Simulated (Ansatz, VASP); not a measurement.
**One calculation of Be16CO, two programs**

```
Be C O
1.0
     4.52544    0.00000    0.00000
    -2.26272    3.91914    0.00000
     0.00000    0.00000   23.47617
Be C O
16 1 1
Direct
  0.33333 0.16667 0.17039
  0.33333 0.66667 0.17039
  0.83333 0.16667 0.17039
  0.83333 0.66667 0.17039
  0.16667 0.33333 0.24635
  0.16667 0.83333 0.24635
  0.66667 0.33333 0.24635
  0.66667 0.83333 0.24635
  0.33333 0.16667 0.32419
  0.33333 0.66667 0.32419
  0.83333 0.16667 0.32419
  0.83333 0.66667 0.32419
  0.16667 0.33333 0.40365
  0.16667 0.83333 0.40365
  0.66667 0.33333 0.40365
  0.66667 0.83333 0.40365
  0.16667 0.33333 0.53016
  0.16667 0.33333 0.57957
```

Alike in both runs: task single point; functional PBE; k mesh 6 × 6 × 1; occupations gaussian, width 0.1 eV; no spin polarisation.

|  | VASP | Ansatz |
| --- | --- | --- |
| version | VASP 6.6.1 | Ansatz 0.2.0 |
| potentials or method | VASP PAW PBE potentials, release 64 (Be, C, O), cutoff 520 eV | scalar-relativistic, plane waves, PAW |
| valence electrons in the cell | 42 | 42 |

|  | VASP | Ansatz | Ansatz less VASP |
| --- | --- | --- | --- |
| gap on the k mesh at the Fermi level (eV) | none | none | - |
| rms of the force components (eV/Å) | 0.336 | 0.483 | +0.1472 |

Atom by atom the forces differ by 0.152 eV/Å (rms over components). A gap of «none» marks a metal or a gap that the smearing closes.

Noted on VASP's run: the standard files for N, O and F lose accuracy on very short bonds.
